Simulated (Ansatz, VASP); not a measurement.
# GaN: VASP beside Ansatz

POSCAR

```
GaN
1.0
    0.0000000000      2.0452597773      2.1769953714
    2.0452597773      0.0000000000      2.1769953714
    2.0452597773      2.0452597773      0.0000000000
Ga N
1 1
Direct
    0.0000000000      0.0000000000      0.0000000000
    0.5000000000      0.5000000000      0.5000000000
```

INCAR.step1

```
PREC     = Accurate       # precision mode
ENCUT    = 520            # plane-wave cutoff, eV
ISMEAR   = -1             # smearing method
SIGMA    = 0.02           # smearing width, eV
LREAL    = False          # projectors in reciprocal space
LASPH    = True           # aspherical terms in the spheres
NELM     = 150            # most SCF steps
MAGMOM   = 0 0 0 0 0 0    # initial moments
LSORBIT  = True           # spin-orbit coupling
GGA_COMPAT= False        
NBANDS   = 30             # bands
GGA      = PE             # functional
ALGO     = Normal         # electronic algorithm
EDIFF    = 1E-4           # SCF threshold, eV
LWAVE    = True           # write WAVECAR
LCHARG   = False          # write CHGCAR
```

The input INCAR.step2:

```
PREC     = Accurate       # precision mode
ENCUT    = 520            # plane-wave cutoff, eV
EDIFF    = 1E-6           # SCF threshold, eV
ISMEAR   = -1             # smearing method
SIGMA    = 0.02           # smearing width, eV
LREAL    = False          # projectors in reciprocal space
LASPH    = True           # aspherical terms in the spheres
NELM     = 150            # most SCF steps
ALGO     = Normal         # electronic algorithm
ISIF     = 2              # what is computed and relaxed
LWAVE    = False          # write WAVECAR
LCHARG   = False          # write CHGCAR
MAGMOM   = 0 0 0 0 0 0    # initial moments
LORBIT   = 11             # projections on sites
LSORBIT  = True           # spin-orbit coupling
GGA_COMPAT= False        
LORBMOM  = True         
METAGGA  = R2SCAN         # meta-GGA
LMIXTAU  = True         
NBANDS   = 30             # bands
ISTART   = 1
```

The input KPOINTS:

```
regular mesh
0
Gamma
  10 10 10
```

Input for Ansatz:

```yaml
crystal:
  lattice:
    - [0.0, 2.0452597773, 2.1769953714]
    - [2.0452597773, 0.0, 2.1769953714]
    - [2.0452597773, 2.0452597773, 0.0]
  atoms:
    - { symbol: Ga, position: [0.0, 0.0, 0.0] }
    - { symbol: "N", position: [0.5, 0.5, 0.5] }
kpoints:
  mp_grid: { grid: [10, 10, 10] }
  band_path:
    path:
      - [0.0, 0.0, 0.0]
      - [0.5, 0.0, 0.5]
      - [0.625, 0.25, 0.625]
      - [0.375, 0.375, 0.75]
      - [0.5, 0.5, 0.5]
      - [0.5, 0.25, 0.75]
      - [0.195312, 0.195312, 0.390625]
      - [0.0, 0.5, 0.5]
    npoints: 1
hamiltonian:
  xc: r2scan
scf:
  occupations: { method: fermi_dirac, width: 0.02 }
  n_extra_bands: 8
magnetization:
  noncollinear: true
  spin_orbit: true
output:
  forces: true
  stress: true
  eigenvalues: true
```

Change from the starting cell: epitaxial_xy strain -3.0%.

Alike in both runs: task single point; functional r2SCAN; k mesh 10 × 10 × 10; occupations fermi-dirac, width 0.02 eV; non-collinear spin, spin-orbit coupling.

|  | VASP | Ansatz |
| --- | --- | --- |
| version | VASP 6.6.1 | Ansatz 0.2.0 |
| potentials or method | VASP PAW PBE potentials, release 64 (Ga_d, N) | plane waves, PAW |
| plane-wave cutoff (eV) | 520 | 500 |
| valence electrons in the cell | 18 | 18 |

VASP gave:

* pressure (GPa): 10.7
* traceless stress, the component that is largest in VASP (GPa): -9.75

Problem. Estimate Ansatz's values.

Solution. Pressure (GPa): 9.2; traceless stress, the component that is largest in VASP (GPa): -9.19.

VASP's potentials were made for PBE, not for r2SCAN. With one functional, cell and mesh, what is left measures potentials, basis and numerics.
